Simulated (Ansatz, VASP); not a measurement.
SrCl2 in VASP and in Ansatz

```
CELL_PARAMETERS angstrom
0.00000 3.48120 3.71165
3.48120 0.00000 3.71165
3.48120 3.48120 0.00000
ATOMIC_POSITIONS crystal
Sr 0.00000 0.00000 0.00000
Cl 0.25000 0.25000 0.25000
Cl 0.75000 0.75000 0.75000
```

Alike in both runs: task single point; functional PBE; k mesh 6 × 6 × 6; occupations gaussian, width 0.05 eV; no spin polarisation.

|  | VASP | Ansatz |
| --- | --- | --- |
| version | VASP 6.6.1 | Ansatz 0.2.0 |
| potentials or method | VASP PAW PBE potentials, release 64 (Sr_sv, Cl), cutoff 520 eV | scalar-relativistic, plane waves, PAW |
| valence electrons in the cell | 24 | 24 |

|  | VASP | Ansatz | Ansatz less VASP |
| --- | --- | --- | --- |
| gap on the k mesh at the Fermi level (eV) | 4.87 | 4.87 | +0.003 |
| least direct gap on the mesh (eV) | 5.16 | 5.16 | +0.001 |
| pressure (GPa) | -0.9 | -0.9 | -0.06 |
| traceless stress, the component that is largest in VASP (GPa) | -2.01 | -2.02 | -0.011 |
